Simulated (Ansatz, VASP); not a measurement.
## WS2 in VASP and in Ansatz

```xyz
6
Lattice="3.1595 0.0000 0.0000 -1.5798 2.7362 0.0000 0.0000 0.0000 23.8043" Properties=species:S:1:pos:R:3 pbc="T T T"
S     0.0000    1.8242    4.5000
S     0.0000    1.8242    7.6521
S     1.0532    1.8242   10.8621
S     1.0532    1.8242   14.0143
W     1.5798    0.9121    6.0761
W     2.6330    0.9121   12.4382
```

Alike in both runs: task single point; functional PBE; dispersion D3(BJ); k mesh 9 × 9 × 1; occupations gaussian, width 0.05 eV; no spin polarisation.

|  | VASP | Ansatz |
| --- | --- | --- |
| version | VASP 6.6.1 | Ansatz 0.2.0 |
| potentials or method | VASP PAW PBE potentials, release 64 (S, W_sv), cutoff 520 eV | scalar-relativistic, plane waves, PAW |
| valence electrons in the cell | 52 | 52 |

Ansatz gave:

- gap on the k mesh at the Fermi level (eV): 1.60
- least direct gap on the mesh (eV): 1.90
- rms of the force components (eV/Å): 0.031

Q: What did VASP give for the same quantities?

A: gap on the k mesh at the Fermi level (eV): 1.61; least direct gap on the mesh (eV): 1.90; rms of the force components (eV/Å): 0.030.

Neither program's run includes spin-orbit coupling.
